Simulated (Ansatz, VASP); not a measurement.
RbBr in VASP and in Ansatz

The input INCAR:

```
SYSTEM = RbBr
PREC = Accurate ; ENCUT = 520
EDIFF = 1E-6 ; ISMEAR = 0
SIGMA = 0.02 ; LREAL = .False.
LASPH = .True. ; NELM = 60
ALGO = Normal ; ISIF = 2
LWAVE = .False. ; LCHARG = .True.
GGA = PE ; LELF = .True.
LVHAR = .True. ; NBANDS = 15
```

File KPOINTS:

```
regular mesh
0
Gamma
  6 6 6
  0 0 0
```

File POSCAR:

```
RbBr
1.0
    0.0000000000      3.4732356021      3.4732356021
    3.4732356021      0.0000000000      3.4732356021
    3.4732356021      3.4732356021      0.0000000000
Rb Br
1 1
Direct
    0.0000000000      0.0000000000      0.0000000000
    0.5000000000      0.5000000000      0.5000000000
```

Input for Ansatz:

```yaml
crystal:
  lattice:
    - [0.0, 3.4732356021, 3.4732356021]
    - [3.4732356021, 0.0, 3.4732356021]
    - [3.4732356021, 3.4732356021, 0.0]
  atoms:
    - { symbol: Rb, position: [0.0, 0.0, 0.0] }
    - { symbol: Br, position: [0.5, 0.5, 0.5] }
basis:
  ecutwfc: 420
kpoints:
  mp_grid: { grid: [6, 6, 6] }
hamiltonian:
  xc: pbe
scf:
  occupations: { method: gaussian, width: 0.02 }
output:
  forces: true
  stress: true
  eigenvalues: true
```

Alike in both runs: task single point; functional PBE; k mesh 6 × 6 × 6; occupations gaussian, width 0.02 eV; no spin polarisation.

|  | VASP | Ansatz |
| --- | --- | --- |
| version | VASP 6.6.1 | Ansatz 0.2.0 |
| potentials or method | VASP PAW PBE potentials, release 64 (Rb_sv, Br), cutoff 520 eV | scalar-relativistic, plane waves, PAW |
| valence electrons in the cell | 16 | 16 |

```csv
,VASP,Ansatz,Ansatz less VASP
gap on the k mesh at the Fermi level (eV),4.26,4.26,+0.002
least direct gap on the mesh (eV),4.26,4.26,+0.002
pressure (GPa),0.4,0.4,-0.02
```
